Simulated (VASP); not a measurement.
# RbBr in VASP: notebook, part 2 of 2

VASP 6.6.1.

## (4) Single point, LDA (strain -0.080 along x and y, -0.040 along z)

Input file INCAR:

```
SYSTEM = RbBr
PREC = Accurate
ENCUT = 520
EDIFF = 1E-7
ISMEAR = 0
SIGMA = 0.05
LREAL = .FALSE.
LASPH = .TRUE.
NELM = 100
ALGO = Normal
ISIF = 2
LWAVE = .FALSE.
LCHARG = .FALSE.
GGA = CA
NBANDS = 15
```

Input file KPOINTS:

```
Automatic mesh
0
G
  6 6 6
  0 0 0
```

Input file POSCAR:

```
RbBr
1.0
    0.0000000000      3.1533000000      3.2904000000
    3.1533000000      0.0000000000      3.2904000000
    3.1533000000      3.1533000000      0.0000000000
Rb Br
1 1
Direct
    0.0000000000      0.0000000000      0.0000000000
    0.5000000000      0.5000000000      0.5000000000
```

Potentials or basis: VASP PAW LDA potentials, release 64 (Rb_sv, Br).

Command:

```
cat potpaw_LDA.64/Rb_sv/POTCAR potpaw_LDA.64/Br/POTCAR > POTCAR
mpirun -np 1 vasp_std > vasp.out
```

OUTCAR:

```text
SYSTEM = RbBr
   PREC = Accurate
   ENCUT = 520
   EDIFF = 1E-7
   ISMEAR = 0
   LREAL = .FALSE.
   LASPH = .TRUE.
   NELM = 100
   ISIF = 2
   GGA = CA

 ion  position               nearest neighbor table
   1  0.000  0.000  0.000-   2 3.15   2 3.15   2 3.15   2 3.15   2 3.29   2 3.29
   2  0.500  0.500  0.500-   1 3.15   1 3.15   1 3.15   1 3.15   1 3.29   1 3.29

  LATTYP: Found a body centered tetragonal cell.
 ALAT       =     4.4594396262
 C/A-ratio  =     1.4757011086

  Lattice vectors:

 A1 = (  -3.1533000000,   0.0000000000,   3.2904000000)
 A2 = (   3.1533000000,   0.0000000000,   3.2904000000)
 A3 = (   0.0000000000,   3.1533000000,  -3.2904000000)

Analysis of symmetry for initial positions (statically):
=====================================================================
 Subroutine PRICEL returns:
 Original cell was already a primitive cell.

 Routine SETGRP: Setting up the symmetry group for a
 body centered tetragonal supercell.

 Subroutine GETGRP returns: Found 16 space group operations
 (whereof 16 operations were pure point group operations)
 out of a pool of 16 trial point group operations.

The static configuration has the point symmetry D_4h.

Analysis of symmetry for dynamics (positions and initial velocities):
=====================================================================
 Subroutine PRICEL returns:
 Original cell was already a primitive cell.

 Routine SETGRP: Setting up the symmetry group for a
 body centered tetragonal supercell.

 Subroutine GETGRP returns: Found 16 space group operations
 (whereof 16 operations were pure point group operations)
 out of a pool of 16 trial point group operations.

The dynamic configuration has the point symmetry D_4h.

 Subroutine INISYM returns: Found 16 space group operations
 (whereof 16 operations are pure point group operations),
 and found     1 'primitive' translations

----------------------------------------------------------------------------------------

                                     Primitive cell

  volume of cell :      65.4349

[... 114 lines left out ...]
   LHFCALC =     F    Hartree Fock is set to
   AEXX    =    0.0000 exact exchange contribution
   IVDW    =     0    specifies the selected vdW correction
   LEPSILON=     F    determine dielectric tensor
   LRPA    =     F    only Hartree local field effects (RPA)
 non-spin polarized calculation
 Gauss-broadening in eV      SIGMA  =   0.05
  energy-cutoff  :      520.00
  volume of cell :       65.43
 maximum number of plane-waves:      1785
 NGX is ok and might be reduce to    36
   NGX = 17   NGY = 17   NGZ = 17

 number of electron      16.0000000 magnetization

 Free energy of the ion-electron system (eV)
  ---------------------------------------------------
  ext. energy  EPLUGINS =         0.00000000
  ---------------------------------------------------
  free energy    TOTEN  =        -6.62029598 eV

  energy without entropy =       -6.62029598  energy(sigma->0) =       -6.62029598

 E-fermi :  -0.6734     XC(G=0):  -8.5801

 val. band max:       -0.9556871278   @ k =   0.0000   0.0000   0.0000
 cond. band min:       3.5125627712   @ k =   0.0000   0.0000   0.0000
 fundamental gap:      4.4682498990
 Fermi energy:        -0.6733992208

 k-point     1 :       0.0000    0.0000    0.0000
  band No.  band energies     occupation
      1     -24.9323      2.00000
      2     -13.4699      2.00000
      3      -9.1126      2.00000
      4      -9.1126      2.00000
      5      -9.0691      2.00000
      6      -1.0761      2.00000
      7      -0.9557      2.00000
      8      -0.9557      2.00000
      9       3.5126      0.00000
     10       5.7837      0.00000
     11       6.0919      0.00000
     12       6.0919      0.00000
     13       7.0003      0.00000
     14       7.2420      0.00000
[... 401 lines left out ...]
      2     -13.4469      2.00000
      3      -9.4296      2.00000
      4      -9.2502      2.00000
      5      -9.1894      2.00000
      6      -1.6308      2.00000
      7      -1.3931      2.00000
      8      -1.2755      2.00000
      9       4.4915      0.00000
     10       6.7908      0.00000
     11       8.3557      0.00000
     12       8.8061      0.00000
     13       9.2612      0.00000
     14       9.8906      0.00000
     15      10.8112      0.00000

 [... further k-points ...]
[... 5 lines left out ...]
  --------------------------------------------------------------------------------------
  -------------------------------------------------------------------------------------
  Total        1.8252910      1.8252910      0.5580556      0.0000000      0.0000000      0.0000000
  in kB       44.6923740     44.6923740     13.6640285      0.0000000      0.0000000      0.0000000
  external PRESSURE =      34.3495922 kB  Pullay stress =       0.0000000 kB

 VOLUME and BASIS-vectors are now :
 -----------------------------------------------------------------------------
  energy-cutoff  :      520.00
  volume of cell :       65.43
      direct lattice vectors                 reciprocal lattice vectors
     0.000000000  3.153300000  3.290400000    -0.158564044  0.158564044  0.151957209
     3.153300000  0.000000000  3.290400000     0.158564044 -0.158564044  0.151957209
     3.153300000  3.153300000  0.000000000     0.158564044  0.158564044 -0.151957209

 POSITION                                       TOTAL-FORCE (eV/Angst)
 -----------------------------------------------------------------------------------
      0.00000      0.00000      0.00000         0.000000     -0.000000      0.000000
      3.15330      3.15330      3.29040        -0.000000      0.000000     -0.000000
 -----------------------------------------------------------------------------------
    total drift:                                0.000000      0.000000      0.000000

  FREE ENERGIE OF THE ION-ELECTRON SYSTEM (eV)
  ---------------------------------------------------
  free  energy   TOTEN  =        -6.6202959756 eV

  energy  without entropy=       -6.6202959756  energy(sigma->0) =       -6.62029598
```

OSZICAR:

```text
N       E                     dE             d eps       ncg     rms          rms(c)
DAV:   1     0.799476132867E+02    0.79948E+02   -0.70408E+03   900   0.946E+02
DAV:   2    -0.167918719483E+01   -0.81627E+02   -0.73929E+02  1282   0.166E+02
DAV:   3    -0.669335772301E+01   -0.50142E+01   -0.49825E+01  1162   0.427E+01
DAV:   4    -0.682568013659E+01   -0.13232E+00   -0.13228E+00  1331   0.643E+00
DAV:   5    -0.682642969853E+01   -0.74956E-03   -0.74956E-03  1211   0.523E-01    0.481E+00
DAV:   6    -0.664461132308E+01    0.18182E+00   -0.20585E-01  1103   0.231E+00    0.328E+00
DAV:   7    -0.662016656265E+01    0.24445E-01   -0.87704E-02  1131   0.159E+00    0.122E+00
DAV:   8    -0.662019629886E+01   -0.29736E-04   -0.77252E-03  1040   0.509E-01    0.998E-02
DAV:   9    -0.662024936252E+01   -0.53064E-04   -0.20817E-04  1222   0.951E-02    0.525E-02
DAV:  10    -0.662029523322E+01   -0.45871E-04   -0.70414E-05  1036   0.422E-02    0.138E-02
DAV:  11    -0.662029576625E+01   -0.53303E-06   -0.89215E-06  1089   0.180E-02    0.236E-03
DAV:  12    -0.662029596836E+01   -0.20211E-06   -0.60007E-07  1152   0.541E-03    0.906E-04
DAV:  13    -0.662029597556E+01   -0.71973E-08   -0.33951E-08   779   0.132E-03
   1 F= -.66202960E+01 E0= -.66202960E+01  d E =-.374981E-17
```

Wall time 13 s (1 thread of Intel Xeon 6975P-C (Granite Rapids), shared host); peak memory 0.18 GiB.

Results:

| Property | Result |
| --- | --- |
| Free energy | -6.6203 eV |
| Pressure | 3.4 GPa |
| Band gap on the k mesh | 4.47 eV, direct |

Caveat: the cell differs from its parent crystal (strain -0.080 along x and y, -0.040 along z).

## (5) Single point, LDA (strain -0.040 along x and y, +0.000 along z)

Input file INCAR:

```
PREC = Accurate
ENCUT = 520
EDIFF = 1E-7
ISMEAR = 0
SIGMA = 0.05
LREAL = False
LASPH = True
NELM = 60
ALGO = Normal
ISIF = 2
LWAVE = False
LCHARG = True
GGA = CA
LELF = True
LVHAR = True
NBANDS = 15
```

Input file KPOINTS:

```
Automatic mesh
0
Gamma
  6 6 6
```

Input file POSCAR:

```
RbBr
1.0
    0.0000000000      3.2904000000      3.4275000000
    3.2904000000      0.0000000000      3.4275000000
    3.2904000000      3.2904000000      0.0000000000
Rb Br
1 1
Direct
    0.0000000000      0.0000000000      0.0000000000
    0.5000000000      0.5000000000      0.5000000000
```

Potentials or basis: VASP PAW LDA potentials, release 64 (Rb_sv, Br).

Command:

```
cat potpaw_LDA.64/Rb_sv/POTCAR potpaw_LDA.64/Br/POTCAR > POTCAR
mpirun -np 1 vasp_std > vasp.out
```

OUTCAR:

```text
PREC = Accurate
   ENCUT = 520
   EDIFF = 1E-7
   ISMEAR = 0
   LREAL = False
   LASPH = True
   NELM = 60
   ISIF = 2
   GGA = CA

 ion  position               nearest neighbor table
   1  0.000  0.000  0.000-   2 3.29   2 3.29   2 3.29   2 3.29   2 3.43   2 3.43
   2  0.500  0.500  0.500-   1 3.29   1 3.29   1 3.29   1 3.29   1 3.43   1 3.43

  LATTYP: Found a body centered tetragonal cell.
 ALAT       =     4.6533283056
 C/A-ratio  =     1.4731391275

  Lattice vectors:

 A1 = (  -3.2904000000,   0.0000000000,   3.4275000000)
[... 610 lines left out ...]
     11       7.2649      0.00000
     12       7.8948      0.00000
     13       8.0555      0.00000
     14       8.8556      0.00000
     15       9.5751      0.00000

 [... further k-points ...]
[... 5 lines left out ...]
  --------------------------------------------------------------------------------------
  -------------------------------------------------------------------------------------
  Total        0.3069016      0.3069016     -0.4278894      0.0000000     -0.0000000      0.0000000
  in kB        6.6252894      6.6252894     -9.2371333      0.0000000     -0.0000000      0.0000000
  external PRESSURE =       1.3378152 kB  Pullay stress =       0.0000000 kB

 VOLUME and BASIS-vectors are now :
 -----------------------------------------------------------------------------
  energy-cutoff  :      520.00
  volume of cell :       74.22
      direct lattice vectors                 reciprocal lattice vectors
     0.000000000  3.290400000  3.427500000    -0.151957209  0.151957209  0.145878920
     3.290400000  0.000000000  3.427500000     0.151957209 -0.151957209  0.145878920
     3.290400000  3.290400000  0.000000000     0.151957209  0.151957209 -0.145878920

 POSITION                                       TOTAL-FORCE (eV/Angst)
 -----------------------------------------------------------------------------------
      0.00000      0.00000      0.00000         0.000000      0.000000      0.000000
      3.29040      3.29040      3.42750        -0.000000      0.000000     -0.000000
 -----------------------------------------------------------------------------------
    total drift:                                0.000000      0.000000      0.000000

  FREE ENERGIE OF THE ION-ELECTRON SYSTEM (eV)
  ---------------------------------------------------
  free  energy   TOTEN  =        -6.7086694931 eV

  energy  without entropy=       -6.7086694931  energy(sigma->0) =       -6.70866949
```

Wall time 15 s (1 thread of Intel Xeon 6975P-C (Granite Rapids), shared host); peak memory 0.18 GiB.

What came out:

- Free energy: -6.7087 eV
- Pressure: 0.1 GPa
- Band gap on the k mesh: 4.13 eV, direct

Caveat: the cell differs from its parent crystal (strain -0.040 along x and y, +0.000 along z).

## (6) Summary

```tsv
cell	gap on the mesh (eV)	pressure (GPa)
a = 4.459 Å, angles 60.0°, 2 atoms	4.67	4.9
a = 5.235 Å, angles 60.0°, 2 atoms	3.48	-2.6
a = 4.557, b = 4.557, c = 4.459 Å, angles 60.7, 60.7, 58.6°, 2 atoms	4.47	3.4
a = 4.751, b = 4.751, c = 4.653 Å, angles 60.7, 60.7, 58.6°, 2 atoms	4.13	0.1
```

Alike in all rows: task single point; level LDA; potentials or basis VASP PAW LDA potentials, release 64 (Rb_sv, Br); no spin polarisation; k mesh 6 × 6 × 6; cutoff (eV) 520; smearing gaussian 0.05 eV.

Absolute energies hang on the potentials; compare differences alone.
